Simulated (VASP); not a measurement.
Wanted: the native input for a VASP 6.6.1 run.

- Task: single point
- Functional: PBE
- Potentials or basis: VASP PAW PBE potentials, release 64 (Au)
- Cutoff: 520 eV
- k mesh: 6 × 6 × 6
- Occupations: gaussian, width 0.1 eV
- Spin: no spin polarisation
- Dipole correction: no
- Further INCAR settings: ALGO = Fast; EDIFF = 1e-07; NBANDS = 24

The structure of Au lies in POSCAR:

```
Au
1.0
    0.0000000000      3.1167157700      3.1167157700
    3.1167157700      0.0000000000      3.1167157700
    3.1167157700      3.1167157700      0.0000000000
Au
3
Direct
    0.2500000000      0.2500000000      0.2500000000
    0.7500000000      0.7500000000      0.7500000000
    0.5000000000      0.5000000000      0.5000000000
```

The input as run:

INCAR

```
ALGO = Fast
EDIFF = 1E-7
ENCUT = 520
GGA = PE
ISIF = 2
ISMEAR = 0
LASPH = T
LCHARG = F
LREAL = F
LWAVE = F
NBANDS = 24
NELM = 60
PREC = Accurate
SIGMA = 0.1
```

KPOINTS

```
k-points
0
Gamma
  6 6 6
```

Potentials or basis: VASP PAW PBE potentials, release 64 (Au).

The run is started by

```console
$ cat potpaw_PBE.64/Au/POTCAR > POTCAR
$ mpirun -np 1 vasp_std > vasp.out
```

Results of the run:

```json
{
 "Pressure": "7.3 GPa"
}
```

Wall time 18 s on 1 thread of Intel(R) Xeon(R) 6975P-C (Granite Rapids), with other jobs on the host, peak memory 0.2 GiB.
